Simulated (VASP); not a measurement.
# PtS2 (P-3m1) in VASP: single point with PBE

Aim: the single point of PtS2 with PBE.

All numbers are computed with VASP 6.6.1; they aren't measurements. Logs are shortened: lines on timing, memory, paths and dates and some standing lists are left out, and cuts for length are marked.

## (1) The cell of the first run

It takes space group P-3m1 (No. 164, trigonal). Conventional cell: a = 3.543 Å, b = 3.543 Å, c = 5.039 Å, α = 90.00°, β = 90.00°, γ = 120.00°. Within 3.2 Å of Pt (site symmetry -3m) lie 6 S at 2.40 Å. Within 3.2 Å of S (site symmetry 3m) lie 3 Pt at 2.40 Å.

## (2) Single point, PBE

INCAR reads:

```
SYSTEM = PtS2
ALGO     = Normal         ! electronic algorithm
EDIFF    = 1E-6           ! SCF threshold, eV
ENCUT    = 520            ! plane-wave cutoff, eV
GGA      = PE             ! functional
ISIF     = 2              ! what is computed and relaxed
ISMEAR   = -1             ! smearing method
LASPH    = .True.         ! aspherical terms in the spheres
LCHARG   = .False.        ! write CHGCAR
LREAL    = .False.        ! projectors in reciprocal space
LWAVE    = .False.        ! write WAVECAR
NBANDS   = 18             ! bands
NELM     = 80             ! most SCF steps
PREC     = Accurate       ! precision mode
SIGMA    = 0.03           ! smearing width, eV
```

KPOINTS reads:

```
k-points
0
Gamma
  13 13 8
  0 0 0
```

POSCAR reads:

```
PtS2
1.0
    3.5431994758      0.0000000000      0.0000000000
   -1.7715997379      3.0685007567      0.0000000000
    0.0000000000      0.0000000000      5.0388000000
Pt S
1 2
Direct
    0.0000000000      0.0000000000      0.0000000000
    0.3333333333      0.6666666667      0.2500000000
    0.6666666667      0.3333333333      0.7500000000
```

Potentials or basis: VASP PAW PBE potentials, release 64 (Pt, S).

Command:

```bash
$ cat potpaw_PBE.64/Pt/POTCAR potpaw_PBE.64/S/POTCAR > POTCAR
$ mpirun -np 1 vasp_std > vasp.out
```

OUTCAR:

```text
SYSTEM = PtS2
   EDIFF = 1E-6
   ENCUT = 520
   GGA = PE
   ISIF = 2
   ISMEAR = -1
   LASPH = .True.
   LREAL = .False.
   NELM = 80
   PREC = Accurate

 ion  position               nearest neighbor table
   1  0.000  0.000  0.000-   2 2.40   3 2.40   2 2.40   3 2.40   3 2.40   2 2.40
   2  0.333  0.667  0.250-   1 2.40   1 2.40   1 2.40
   3  0.667  0.333  0.750-   1 2.40   1 2.40   1 2.40

  LATTYP: Found a hexagonal cell.
 ALAT       =     3.5431994758
 C/A-ratio  =     1.4221045229

  Lattice vectors:

 A1 = (   3.5431994758,   0.0000000000,   0.0000000000)
 A2 = (  -1.7715997379,   3.0685007567,   0.0000000000)
 A3 = (   0.0000000000,   0.0000000000,   5.0388000000)

Analysis of symmetry for initial positions (statically):
=====================================================================
 Subroutine PRICEL returns:
 Original cell was already a primitive cell.

 Routine SETGRP: Setting up the symmetry group for a
 hexagonal supercell.

 Subroutine GETGRP returns: Found 12 space group operations
 (whereof 12 operations were pure point group operations)
 out of a pool of 24 trial point group operations.

The static configuration has the point symmetry D_3d.

Analysis of symmetry for dynamics (positions and initial velocities):
=====================================================================
 Subroutine PRICEL returns:
 Original cell was already a primitive cell.

 Routine SETGRP: Setting up the symmetry group for a
 hexagonal supercell.

 Subroutine GETGRP returns: Found 12 space group operations
 (whereof 12 operations were pure point group operations)
 out of a pool of 24 trial point group operations.

The dynamic configuration has the point symmetry D_3d.

 Subroutine INISYM returns: Found 12 space group operations
 (whereof 12 operations are pure point group operations),
 and found     1 'primitive' translations

----------------------------------------------------------------------------------------

                                     Primitive cell

  volume of cell :      54.7834

  direct lattice vectors                    reciprocal lattice vectors
     3.543199476  0.000000000  0.000000000     0.282230794  0.162946025  0.000000000
    -1.771599738  3.068500757  0.000000000     0.000000000  0.325892049  0.000000000
     0.000000000  0.000000000  5.038800000     0.000000000  0.000000000  0.198459951

  length of vectors
     3.543199476  3.543199476  5.038800000     0.325892049  0.325892049  0.198459951

  position of ions in fractional coordinates (direct lattice)
     0.000000000  0.000000000  0.000000000
     0.333333333  0.666666667  0.250000000
     0.666666667  0.333333333  0.750000000

  ion indices of the primitive-cell ions
   primitive index   ion index
                 1           1
                 2           2
                 3           3

----------------------------------------------------------------------------------------

 KPOINTS: k-points

Automatic generation of k-mesh.
 Grid dimensions read from file:
 generate k-points for:   13   13    8

 Generating k-lattice:

  Cartesian coordinates                     Fractional coordinates (reciprocal lattice)
     0.021710061  0.012534310  0.000000000     0.076923077  0.000000000  0.000000000
     0.000000000  0.025068619  0.000000000     0.000000000  0.076923077  0.000000000
     0.000000000  0.000000000  0.024807494     0.000000000  0.000000000  0.125000000

  Length of vectors
     0.025068619  0.025068619  0.024807494

  Shift w.r.t. Gamma in fractional coordinates (k-lattice)
     0.000000000  0.000000000  0.000000000

 Subroutine IBZKPT returns following result:
 ===========================================

 Found    147 irreducible k-points:

 Following reciprocal coordinates:
            Coordinates               Weight
  0.000000  0.000000  0.000000      1.000000
  0.076923 -0.000000  0.000000      6.000000
  0.153846  0.000000  0.000000      6.000000
  0.230769 -0.000000  0.000000      6.000000
  0.307692  0.000000  0.000000      6.000000
  0.384615 -0.000000  0.000000      6.000000
[... 16 lines left out ...]
  0.076923 -0.000000  0.125000      6.000000
  0.000000  0.076923  0.125000      6.000000
 [... further k-points ...]
   k-points           NKPTS =    147   k-points in BZ     NKDIM =    147   number of bands    NBANDS=     18
   number of dos      NEDOS =    301   number of ions     NIONS =      3
   total plane-waves  NPLWV =  31360
   dimension x,y,z NGX =    28 NGY =   28 NGZ =   40
   dimension x,y,z NGXF=    56 NGYF=   56 NGZF=   80
   ions per type =               1   2
   NGX,Y,Z   is equivalent  to a cutoff of  13.14, 13.14, 13.20 a.u.
   NGXF,Y,Z  is equivalent  to a cutoff of  26.28, 26.28, 26.39 a.u.
 SYSTEM =  PtS2
   PREC   = accura    normal or accurate (medium, high low for compatibility)
   ISTART =      0    job   : 0-new  1-cont  2-samecut
   ICHARG =      2    charge: 1-file 2-atom 10-const
   ISPIN  =      1    spin polarized calculation?
   LNONCOLLINEAR =      F non collinear calculations
   LSORBIT =      F    spin-orbit coupling
   LASPH  =      T    aspherical Exc in radial PAW
   ENCUT  =  520.0 eV  38.22 Ry    6.18 a.u.   6.59  6.59  9.37*2*pi/ulx,y,z
   NELM   =     80;   NELMIN=  2; NELMDL= -5     # of ELM steps
   EDIFF  = 0.1E-05   stopping-criterion for ELM
   LREAL  =      F    real-space projection
   EDIFFG = 0.1E-04   stopping-criterion for IOM
   NSW    =      0    number of steps for IOM
   IBRION =     -1    ionic relax: 0-MD 1-quasi-New 2-CG
   NFREE  =      0    steps in history (QN), initial steepest desc. (CG)
   ISIF   =      2    stress and relaxation
   ISYM   =      2    0-nonsym 1-usesym 2-fastsym
   POTIM  = 0.5000    time-step for ionic-motion
   TEBEG  =    0.0;   TEEND  =   0.0 temperature during run
   PSTRESS=    0.0 pullay stress
   NELECT =      22.0000    total number of electrons
   NUPDOWN=      -1.0000    fix difference up-down
   EMIN   =  10.00;   EMAX   =-10.00  energy-range for DOS
   EFERMI =   0.00;   METHOD = LEGACY
   ISMEAR =    -1;   SIGMA  =   0.03  broadening in eV -4-tet -1-fermi 0-gaus
   EFERMI_NEDOS =   21; number of points for ismear=-14 and -15
   IALGO  =     38    algorithm
   IMIX   =      4    mixing-type and parameters
     AMIX     =   0.40;   BMIX     =  1.00
     AMIX_MAG =   1.60;   BMIX_MAG =  1.00
  volume/ion in A,a.u.               =      18.26       123.23
  Fermi-wavevector in a.u.,A,eV,Ry     =   1.207812  2.282434 19.848319  1.458810
  Thomas-Fermi vector in A             =   2.343439
   LORBIT       =      0    0 simple, 1 ext, 2 COOP (PROOUT), +10 PAW based schemes
   GGA     = PE    functional components
   LHFCALC =     F    Hartree Fock is set to
   AEXX    =    0.0000 exact exchange contribution
   IVDW    =     0    specifies the selected vdW correction
   LEPSILON=     F    determine dielectric tensor
   LRPA    =     F    only Hartree local field effects (RPA)
 non-spin polarized calculation
  energy-cutoff  :      520.00
  volume of cell :       54.78
 maximum number of plane-waves:      1507
 NGX is ok and might be reduce to    28
   NGX = 13   NGY = 13   NGZ = 19

 number of electron      22.0000000 magnetization

 Free energy of the ion-electron system (eV)
  ---------------------------------------------------
  ext. energy  EPLUGINS =         0.00000000
  ---------------------------------------------------
  free energy    TOTEN  =       -15.36392551 eV

  energy without entropy =      -15.36392451  energy(sigma->0) =      -15.36392501

 E-fermi :   7.0849     XC(G=0): -10.6937

 val. band max:        6.8625649725   @ k =   0.0000   0.0000   0.0000
 cond. band min:       7.3652410571   @ k =   0.0000   0.3077   0.2500
 fundamental gap:      0.5026760847
 Fermi energy:         7.0848629589

 k-point     1 :       0.0000    0.0000    0.0000
  band No.  band energies     occupation
      1      -8.3954      2.00000
      2      -5.5745      2.00000
      3      -0.2055      2.00000
      4       0.4185      2.00000
      5       0.4185      2.00000
      6       3.0587      2.00000
[... 10 lines left out ...]
     17      14.8510      0.00000
     18      19.7409      0.00000

 k-point     2 :       0.0769   -0.0000    0.0000
  band No.  band energies     occupation
      1      -8.3211      2.00000
      2      -5.6069      2.00000
      3      -0.1222      2.00000
      4       0.4649      2.00000
      5       0.4657      2.00000
      6       2.9497      2.00000
[... 10 lines left out ...]
     17      15.0818      0.00000
     18      18.3643      0.00000

 k-point     3 :       0.1538    0.0000    0.0000
  band No.  band energies     occupation
      1      -8.1049      2.00000
      2      -5.6961      2.00000
      3       0.1142      2.00000
      4       0.5920      2.00000
      5       0.6102      2.00000
      6       2.5749      2.00000
[... 10 lines left out ...]
     17      15.6657      0.00000
     18      16.8889      0.00000

 k-point     4 :       0.2308   -0.0000    0.0000
  band No.  band energies     occupation
      1      -7.7684      2.00000
      2      -5.8225      2.00000
      3       0.4328      2.00000
      4       0.7613      2.00000
      5       0.8761      2.00000
      6       1.9170      2.00000
[... 375 lines left out ...]
      4       0.4234      2.00000
      5       0.4234      2.00000
      6       3.0546      2.00000
[... 10 lines left out ...]
     17      14.8217      0.00000
     18      18.9914      0.00000

 k-point    23 :       0.0769   -0.0000    0.1250
  band No.  band energies     occupation
      1      -8.2681      2.00000
      2      -5.7364      2.00000
      3       0.0373      2.00000
      4       0.4785      2.00000
      5       0.4864      2.00000
      6       2.9554      2.00000
[... 10 lines left out ...]
     17      14.8756      0.00000
     18      17.8178      0.00000

 k-point    24 :       0.0000    0.0769    0.1250
  band No.  band energies     occupation
      1      -8.2689      2.00000
      2      -5.7338      2.00000
      3       0.0190      2.00000
      4       0.4602      2.00000
      5       0.5175      2.00000
      6       2.9304      2.00000
[... 10 lines left out ...]
     17      15.2293      0.00000
     18      17.7145      0.00000

 [... further k-points ...]
[... 5 lines left out ...]
  --------------------------------------------------------------------------------------
  -------------------------------------------------------------------------------------
  Total        0.9588856      0.9588856      0.0612605      0.0000000      0.0000000      0.0000000
  in kB       28.0432552     28.0432552      1.7916053      0.0000000      0.0000000      0.0000000
  external PRESSURE =      19.2927052 kB  Pullay stress =       0.0000000 kB

 VOLUME and BASIS-vectors are now :
 -----------------------------------------------------------------------------
  energy-cutoff  :      520.00
  volume of cell :       54.78
      direct lattice vectors                 reciprocal lattice vectors
     3.543199476  0.000000000  0.000000000     0.282230794  0.162946025  0.000000000
    -1.771599738  3.068500757  0.000000000     0.000000000  0.325892049  0.000000000
     0.000000000  0.000000000  5.038800000     0.000000000  0.000000000  0.198459951

 POSITION                                       TOTAL-FORCE (eV/Angst)
 -----------------------------------------------------------------------------------
      0.00000      0.00000      0.00000         0.000000      0.000000      0.000000
     -0.00000      2.04567      1.25970         0.000000     -0.000000     -0.367318
      1.77160      1.02283      3.77910        -0.000000      0.000000      0.367318
 -----------------------------------------------------------------------------------
    total drift:                               -0.000000     -0.000000     -0.000000

  FREE ENERGIE OF THE ION-ELECTRON SYSTEM (eV)
  ---------------------------------------------------
  free  energy   TOTEN  =       -15.3639255135 eV

  energy  without entropy=      -15.3639245140  energy(sigma->0) =      -15.36392501
```

Wall time 2.3 min (1 thread of Intel Xeon Platinum 8488C (Sapphire Rapids), shared host); peak memory 0.28 GiB.

What came out:

| Item | Value |
| --- | --- |
| Free energy | -15.3639 eV |
| Pressure | 1.9 GPa |
| Largest force | 0.367 eV/Å |
| Band gap on the k mesh | 0.50 eV, indirect (least direct gap 0.84 eV) |

Forces in eV/Å, atoms in the order of the input:
```
Pt   0.000  0.000  0.000
S    0.000  0.000 -0.367
S    0.000  0.000  0.367
```

Stress tensor (GPa, compression positive):
```
2.80 0.00 0.00
0.00 2.80 0.00
0.00 0.00 0.18
```

Levels at points of the mesh, in eV from the valence-band top:
```csv
k point,band 8,band 9,band 10,band 11,band 12,band 13,band 14,band 15
"(0.00, 0.00, 0.00)",-2.24,-1.13,-1.13,0.00,1.77,1.77,4.51,5.26
"(0.00, 0.00, 0.50)",-2.88,-1.45,-1.45,-1.29,2.44,2.44,5.52,6.97
```

Caveat: spin-orbit coupling is left out, which moves the levels of the heavy elements.
